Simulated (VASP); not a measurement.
# AlN (I4/mmm) in VASP: further runs

The runs below take AlN through single point, with LDA.

The COD entry that gives the cell may itself be a prediction, so a difference from it is no test against experiment.

Everything below comes from runs of VASP 6.6.1. Logs are shortened: lines on timing, memory, paths and dates and some standing lists are left out, and cuts for length are marked.

## 1. The cell of the first run

The structure is tetragonal, space group I4/mmm (No. 139). The conventional cell has a = 2.766 Å, b = 2.766 Å, c = 3.938 Å, α = 90.00°, β = 90.00°, γ = 90.00°. Al (site symmetry 4/mmm) has 6 N at 1.96 to 1.97 Å within 2.6 Å. Within 2.6 Å of N (site symmetry 4/mmm) lie 6 Al at 1.96 to 1.97 Å.

## 2. Single point, LDA

Input file INCAR:

```
SYSTEM = AlN
PREC = Accurate
ENCUT = 520
EDIFF = 1E-6
ISMEAR = 0
SIGMA = 0.02
LREAL = .False.
LASPH = .True.
NELM = 60
ALGO = Normal
ISIF = 2
LWAVE = .False.
LCHARG = .False.
NBANDS = 11
```

Input file KPOINTS:

```
regular mesh
0
Gamma
  8 8 8
  0 0 0
```

Input file POSCAR:

```
AlN
1.0
    0.0000000000      1.9558733333      1.9690000000
    1.9558733333      0.0000000000      1.9690000000
    1.9558733333      1.9558733333      0.0000000000
Al N
1 1
Direct
    0.0000000000      0.0000000000      0.0000000000
    0.5000000000      0.5000000000      0.5000000000
```

Potentials or basis: VASP PAW LDA potentials, release 64 (Al, N).

Run with:

```
cat potpaw_LDA.64/Al/POTCAR potpaw_LDA.64/N/POTCAR > POTCAR
mpirun -np 1 vasp_std > vasp.out
```

OUTCAR:

```text
SYSTEM = AlN
   PREC = Accurate
   ENCUT = 520
   EDIFF = 1E-6
   ISMEAR = 0
   LREAL = .False.
   LASPH = .True.
   NELM = 60
   ISIF = 2

 ion  position               nearest neighbor table
   1  0.000  0.000  0.000-   2 1.96   2 1.96   2 1.96   2 1.96   2 1.97   2 1.97
   2  0.500  0.500  0.500-   1 1.96   1 1.96   1 1.96   1 1.96   1 1.97   1 1.97

  LATTYP: Found a body centered tetragonal cell.
 ALAT       =     2.7660225942
 C/A-ratio  =     1.4237049286

  Lattice vectors:

 A1 = (  -1.9558733333,   0.0000000000,   1.9690000000)
 A2 = (   1.9558733333,   0.0000000000,   1.9690000000)
 A3 = (   0.0000000000,   1.9558733333,  -1.9690000000)

Analysis of symmetry for initial positions (statically):
=====================================================================
 Subroutine PRICEL returns:
 Original cell was already a primitive cell.

 Routine SETGRP: Setting up the symmetry group for a
 body centered tetragonal supercell.

 Subroutine GETGRP returns: Found 16 space group operations
 (whereof 16 operations were pure point group operations)
 out of a pool of 16 trial point group operations.

The static configuration has the point symmetry D_4h.

Analysis of symmetry for dynamics (positions and initial velocities):
=====================================================================
 Subroutine PRICEL returns:
 Original cell was already a primitive cell.

 Routine SETGRP: Setting up the symmetry group for a
 body centered tetragonal supercell.

 Subroutine GETGRP returns: Found 16 space group operations
 (whereof 16 operations were pure point group operations)
 out of a pool of 16 trial point group operations.

The dynamic configuration has the point symmetry D_4h.

 Subroutine INISYM returns: Found 16 space group operations
 (whereof 16 operations are pure point group operations),
 and found     1 'primitive' translations

----------------------------------------------------------------------------------------

                                     Primitive cell

  volume of cell :      15.0646

  direct lattice vectors                    reciprocal lattice vectors
     0.000000000  1.955873333  1.969000000    -0.255640277  0.255640277  0.253936008
     1.955873333  0.000000000  1.969000000     0.255640277 -0.255640277  0.253936008
     1.955873333  1.955873333  0.000000000     0.255640277  0.255640277 -0.253936008

  length of vectors
     2.775320071  2.775320071  2.766022594     0.441800179  0.441800179  0.441800179

[... 88 lines left out ...]
   POTIM  = 0.5000    time-step for ionic-motion
   TEBEG  =    0.0;   TEEND  =   0.0 temperature during run
   PSTRESS=    0.0 pullay stress
   NELECT =       8.0000    total number of electrons
   NUPDOWN=      -1.0000    fix difference up-down
   EMIN   =  10.00;   EMAX   =-10.00  energy-range for DOS
   EFERMI =   0.00;   METHOD = LEGACY
   ISMEAR =     0;   SIGMA  =   0.02  broadening in eV -4-tet -1-fermi 0-gaus
   EFERMI_NEDOS =   21; number of points for ismear=-14 and -15
   IALGO  =     38    algorithm
   IMIX   =      4    mixing-type and parameters
     AMIX     =   0.40;   BMIX     =  1.00
     AMIX_MAG =   1.60;   BMIX_MAG =  1.00
  volume/ion in A,a.u.               =       7.53        50.83
  Fermi-wavevector in a.u.,A,eV,Ry     =   1.325722  2.505251 23.912765  1.757539
  Thomas-Fermi vector in A             =   2.455162
   LORBIT       =      0    0 simple, 1 ext, 2 COOP (PROOUT), +10 PAW based schemes
   GGA     = CA    functional components
   LHFCALC =     F    Hartree Fock is set to
   AEXX    =    0.0000 exact exchange contribution
   IVDW    =     0    specifies the selected vdW correction
   LEPSILON=     F    determine dielectric tensor
   LRPA    =     F    only Hartree local field effects (RPA)
 non-spin polarized calculation
 Gauss-broadening in eV      SIGMA  =   0.02
  energy-cutoff  :      520.00
  volume of cell :       15.06
 maximum number of plane-waves:       415
 NGX is ok and might be reduce to    24
   NGX = 11   NGY = 11   NGZ = 11

 number of electron       8.0000000 magnetization

 Free energy of the ion-electron system (eV)
  ---------------------------------------------------
  ext. energy  EPLUGINS =         0.00000000
  ---------------------------------------------------
  free energy    TOTEN  =       -16.15532514 eV

  energy without entropy =      -16.15532514  energy(sigma->0) =      -16.15532514

 E-fermi :  11.1273     XC(G=0): -13.0134

 val. band max:       10.9941700914   @ k =   0.0000   0.0000   0.0000
 cond. band min:      15.9512127371   @ k =   0.5000   0.0000   0.5000
 fundamental gap:      4.9570426457
 Fermi energy:        11.1273070543

 k-point     1 :       0.0000    0.0000    0.0000
  band No.  band energies     occupation
      1      -7.3191      2.00000
      2      10.9480      2.00000
      3      10.9480      2.00000
      4      10.9942      2.00000
      5      18.1367      0.00000
      6      23.2037      0.00000
      7      23.2989      0.00000
      8      23.2989      0.00000
      9      28.7516      0.00000
     10      29.1597      0.00000
     11      29.3934      0.00000
[... 309 lines left out ...]
 k-point    24 :       0.3750   -0.0000    0.1250
  band No.  band energies     occupation
      1      -4.7474      2.00000
      2       4.5360      2.00000
      3       9.1640      2.00000
      4       9.4084      2.00000
      5      18.8282      0.00000
      6      21.8637      0.00000
      7      22.9506      0.00000
      8      24.2010      0.00000
      9      28.2414      0.00000
     10      30.8694      0.00000
     11      31.5747      0.00000

 [... further k-points ...]

------------------------ aborting loop because EDIFF is reached ----------------------------------------

  FORCE on cell =-STRESS in cart. coord.  units (eV):
  Direction    XX          YY          ZZ          XY          YZ          ZX
  --------------------------------------------------------------------------------------
  -------------------------------------------------------------------------------------
  Total        2.2227748      2.2227748      1.9354160      0.0000000      0.0000000      0.0000000
  in kB      236.4007660    236.4007660    205.8390353      0.0000000      0.0000000      0.0000000
  external PRESSURE =     226.2135224 kB  Pullay stress =       0.0000000 kB

 VOLUME and BASIS-vectors are now :
 -----------------------------------------------------------------------------
  energy-cutoff  :      520.00
  volume of cell :       15.06
      direct lattice vectors                 reciprocal lattice vectors
     0.000000000  1.955873333  1.969000000    -0.255640277  0.255640277  0.253936008
     1.955873333  0.000000000  1.969000000     0.255640277 -0.255640277  0.253936008
     1.955873333  1.955873333  0.000000000     0.255640277  0.255640277 -0.253936008

 POSITION                                       TOTAL-FORCE (eV/Angst)
 -----------------------------------------------------------------------------------
      0.00000      0.00000      0.00000         0.000000     -0.000000      0.000000
      1.95587      1.95587      1.96900        -0.000000      0.000000      0.000000
 -----------------------------------------------------------------------------------
    total drift:                               -0.000000     -0.000000      0.000000

  FREE ENERGIE OF THE ION-ELECTRON SYSTEM (eV)
  ---------------------------------------------------
  free  energy   TOTEN  =       -16.1553251403 eV

  energy  without entropy=      -16.1553251403  energy(sigma->0) =      -16.15532514
```

OSZICAR:

```text
N       E                     dE             d eps       ncg     rms          rms(c)
DAV:   1     0.773556653216E+01    0.77356E+01   -0.41906E+03  1378   0.627E+02
DAV:   2    -0.176104950866E+02   -0.25346E+02   -0.24203E+02  1548   0.129E+02
DAV:   3    -0.181473136610E+02   -0.53682E+00   -0.53605E+00  1565   0.164E+01
DAV:   4    -0.181487663392E+02   -0.14527E-02   -0.14526E-02  1427   0.104E+00
DAV:   5    -0.181487737552E+02   -0.74161E-05   -0.74160E-05  1538   0.689E-02    0.812E+00
DAV:   6    -0.162226537636E+02    0.19261E+01   -0.79015E+00  1385   0.151E+01    0.297E+00
DAV:   7    -0.161742472832E+02    0.48406E-01   -0.16523E-01  1484   0.273E+00    0.183E+00
DAV:   8    -0.161554168753E+02    0.18830E-01   -0.12089E-02  1364   0.102E+00    0.271E-01
DAV:   9    -0.161553251964E+02    0.91679E-04   -0.46981E-04  1514   0.128E-01    0.157E-01
DAV:  10    -0.161553254114E+02   -0.21502E-06   -0.17633E-05  1400   0.301E-02    0.231E-02
DAV:  11    -0.161553251403E+02    0.27105E-06   -0.44761E-07   859   0.482E-03
   1 F= -.16155325E+02 E0= -.16155325E+02  d E =-.125320E-23
```

stdout:

```text
POSCAR found type information on POSCAR AlN
 POSCAR found :  2 types and       2 ions
 scaLAPACK will be used
 LDA part: xc-table for (Slater(with rela. corr.)+CA(PZ))
 , standard interpolation
 POSCAR, INCAR and KPOINTS ok, starting setup
 FFT: planning ... GRIDC
 FFT: planning ... GRID_SOFT
 FFT: planning ... GRID
 WAVECAR not read
 entering main loop
```

Run time: 6.4 s. Hardware: 1 thread of Intel Xeon Platinum 8259CL at 2.50GHz (Skylake/Cascade Lake), shared host; peak memory 0.13 GiB.

Results:

```yaml
Free_energy: -16.1553 eV
Pressure: 22.6 GPa
Band_gap_on_the_k_mesh: 4.96 eV, indirect (least direct gap 7.14 eV)
```

Levels at points of the mesh, in eV from the valence-band top:
```
           k point  band 1  band 2  band 3  band 4  band 5  band 6  band 7  band 8  band 9
(0.00, 0.00, 0.00)  -18.31   -0.05   -0.05    0.00    7.14   12.21   12.30   12.30   17.76
(0.50, 0.00, 0.00)  -14.59   -8.99   -1.31   -1.28    6.70   11.46   11.62   14.48   16.91
(0.50, 0.50, 0.00)  -13.49   -8.11   -3.06   -3.06    5.03    5.40   14.96   18.50   18.50
(0.50, 0.00, 0.50)  -13.42   -8.08   -3.15   -3.07    4.96    5.33   15.05   18.31   18.55
```

A k mesh can miss the band edges.

## 3. Single point, LDA

This run uses another cell than the first one, of 7.74 Å³/atom, 1.027 times its volume.

Input file INCAR:

```
SYSTEM = AlN
ALGO     = Normal         ! electronic algorithm
EDIFF    = 1E-6           ! SCF threshold, eV
ENCUT    = 520            ! plane-wave cutoff, eV
ISIF     = 2              ! what is computed and relaxed
ISMEAR   = 0              ! smearing method
LASPH    = .TRUE.         ! aspherical terms in the spheres
LCHARG   = .TRUE.         ! write CHGCAR
LELF     = .TRUE.         ! ELF
LREAL    = .FALSE.        ! projectors in reciprocal space
LVHAR    = .TRUE.       
LWAVE    = .FALSE.        ! write WAVECAR
NBANDS   = 11             ! bands
NELM     = 80             ! most SCF steps
PREC     = Accurate       ! precision mode
SIGMA    = 0.02           ! smearing width, eV
```

Input file KPOINTS:

```
k-points
0
G
  8 8 8
  0 0 0
```

Input file POSCAR:

```
AlN
1.0
    0.0000000000      1.9821266667      1.9690000000
    1.9821266667      0.0000000000      1.9690000000
    1.9821266667      1.9821266667      0.0000000000
Al N
1 1
Direct
    0.0000000000      0.0000000000      0.0000000000
    0.5000000000      0.5000000000      0.5000000000
```

Potentials or basis: VASP PAW LDA potentials, release 64 (Al, N).

Run with:

```
cat potpaw_LDA.64/Al/POTCAR potpaw_LDA.64/N/POTCAR > POTCAR
mpirun -np 1 vasp_std > vasp.out
```

It took 6.8 s on 1 thread of Intel Xeon Platinum 8259CL at 2.50GHz (Skylake/Cascade Lake), shared host; peak memory 0.12 GiB.

The run converged. Its results:

```
Free energy            : -16.2012 eV
Pressure               : 13.4 GPa
Band gap on the k mesh : 5.01 eV, indirect (least direct gap 6.74 eV)
```

Stress tensor (GPa, compression positive):
```
12.48  0.00  0.00
 0.00 12.48  0.00
 0.00  0.00 15.17
```

Levels at points of the mesh, in eV from the valence-band top:
```csv
k point,band 2,band 3,band 4,band 5,band 6,band 7
"(0.00, 0.00, 0.00)",-0.05,0.00,0.00,6.74,12.18,12.18
"(0.50, 0.00, 0.00)",-8.80,-1.24,-1.21,6.53,11.25,11.41
"(0.50, 0.50, 0.00)",-7.86,-3.04,-3.04,5.01,5.05,14.75
"(0.50, 0.00, 0.50)",-7.90,-3.03,-2.94,5.07,5.12,14.66
```

A k mesh can miss the band edges. As with any semilocal functional, this LDA gap is likely too small.

## 4. Single point, LDA

This run uses another cell than the first one, of 7.84 Å³/atom, 1.041 times its volume.

Input file INCAR:

```
SYSTEM = AlN
ALGO = Normal ; EDIFF = 1E-7
ENCUT = 520 ; ISIF = 2
ISMEAR = 0 ; LASPH = .True.
LCHARG = .False. ; LREAL = .False.
LWAVE = .False. ; NBANDS = 11
NELM = 80 ; PREC = Accurate
SIGMA = 0.02
```

Input file KPOINTS:

```
k-points
0
Gamma
  8 8 8
  0 0 0
```

Input file POSCAR:

```
AlN
1.0
    0.0000000000      1.9952533333      1.9690000000
    1.9952533333      0.0000000000      1.9690000000
    1.9952533333      1.9952533333      0.0000000000
Al N
1 1
Direct
    0.0000000000      0.0000000000      0.0000000000
    0.5000000000      0.5000000000      0.5000000000
```

Run with:

```
cat potpaw_LDA.64/Al/POTCAR potpaw_LDA.64/N/POTCAR > POTCAR
mpirun -np 1 vasp_std > vasp.out
```

It took 7.7 s on 1 thread of Intel Xeon Platinum 8259CL at 2.50GHz (Skylake/Cascade Lake), shared host; peak memory 0.12 GiB.

It converged, with:

```yaml
Free_energy: -16.2141 eV
Pressure: 9.2 GPa
Band_gap_on_the_k_mesh: 4.86 eV, indirect (least direct gap 6.52 eV)
```

Stress tensor (GPa, compression positive):
```
 7.54  0.00  0.00
 0.00  7.54  0.00
 0.00  0.00 12.58
```

Levels at points of the mesh, in eV from the valence-band top:
| k point | band 1 | band 2 | band 3 | band 4 | band 5 | band 6 | band 7 | band 8 | band 9 |
| --- | --- | --- | --- | --- | --- | --- | --- | --- | --- |
| (0.00, 0.00, 0.00) | -17.93 | -0.10 | 0.00 | 0.00 | 6.52 | 12.09 | 12.09 | 12.28 | 17.52 |
| (0.50, 0.00, 0.00) | -14.38 | -8.72 | -1.24 | -1.19 | 6.43 | 11.05 | 11.37 | 13.88 | 16.43 |
| (0.50, 0.50, 0.00) | -13.21 | -7.76 | -3.05 | -3.05 | 4.86 | 4.98 | 14.62 | 17.70 | 17.70 |
| (0.50, 0.00, 0.50) | -13.33 | -7.83 | -3.03 | -2.86 | 4.99 | 5.11 | 14.45 | 17.61 | 18.07 |

## 5. Single point, LDA

This run uses another cell than the first one, of 7.94 Å³/atom, 1.054 times its volume.

Input file INCAR:

```
PREC = Accurate
ENCUT = 520
EDIFF = 1E-6
ISMEAR = 0
SIGMA = 0.02
LREAL = False
LASPH = True
NELM = 100
ALGO = Normal
ISIF = 2
LWAVE = False
LCHARG = True
GGA = CA
LELF = True
LVHAR = True
NBANDS = 11
```

Input file KPOINTS:

```
regular mesh
0
Gamma
  8 8 8
```

Input file POSCAR:

```
AlN
1.0
    0.0000000000      2.0083800000      1.9690000000
    2.0083800000      0.0000000000      1.9690000000
    2.0083800000      2.0083800000      0.0000000000
Al N
1 1
Direct
    0.0000000000      0.0000000000      0.0000000000
    0.5000000000      0.5000000000      0.5000000000
```

Run with:

```
cat potpaw_LDA.64/Al/POTCAR potpaw_LDA.64/N/POTCAR > POTCAR
mpirun -np 1 vasp_std > vasp.out
```

It took 7.1 s on 1 thread of Intel Xeon Platinum 8259CL at 2.50GHz (Skylake/Cascade Lake), shared host; peak memory 0.12 GiB.

The run converged. Its results:

```yaml
Free_energy: -16.2210 eV
Pressure: 5.3 GPa
Band_gap_on_the_k_mesh: 4.67 eV, indirect (least direct gap 6.30 eV)
```

Stress tensor (GPa, compression positive):
```
 2.97  0.00  0.00
 0.00  2.97  0.00
 0.00  0.00 10.04
```

Levels at points of the mesh, in eV from the valence-band top:
```csv
k point,band 1,band 2,band 3,band 4,band 5,band 6,band 7,band 8
"(0.00, 0.00, 0.00)",-17.82,-0.15,0.00,0.00,6.30,12.01,12.01,12.28
"(0.50, 0.00, 0.00)",-14.32,-8.65,-1.25,-1.17,6.32,10.85,11.34,13.66
"(0.50, 0.50, 0.00)",-13.14,-7.66,-3.07,-3.07,4.67,4.94,14.50,17.43
"(0.50, 0.00, 0.50)",-13.31,-7.77,-3.04,-2.79,4.87,5.14,14.24,17.30
```

A k mesh can miss the band edges. A hybrid or GW would open this gap; LDA tends to underestimate it.

## 6. Summary

| cell | gap on the mesh (eV) | pressure (GPa) |
| --- | --- | --- |
| a = 2.775, b = 2.775, c = 2.766 Å, angles 60.1, 60.1, 59.8°, 2 atoms | 4.96 | 22.6 |
| a = 2.794, b = 2.794, c = 2.803 Å, angles 59.9, 59.9, 60.2°, 2 atoms | 5.01 | 13.4 |
| a = 2.803, b = 2.803, c = 2.822 Å, angles 59.8, 59.8, 60.4°, 2 atoms | 4.86 | 9.2 |
| a = 2.813, b = 2.813, c = 2.840 Å, angles 59.7, 59.7, 60.7°, 2 atoms | 4.67 | 5.3 |

Alike in all rows: task single point; level LDA; potentials or basis VASP PAW LDA potentials, release 64 (Al, N); no spin polarisation; k mesh 8 × 8 × 8; cutoff (eV) 520; smearing gaussian 0.02 eV.

Total energies depend on the potentials used, so only differences within one code and one set of settings carry meaning.
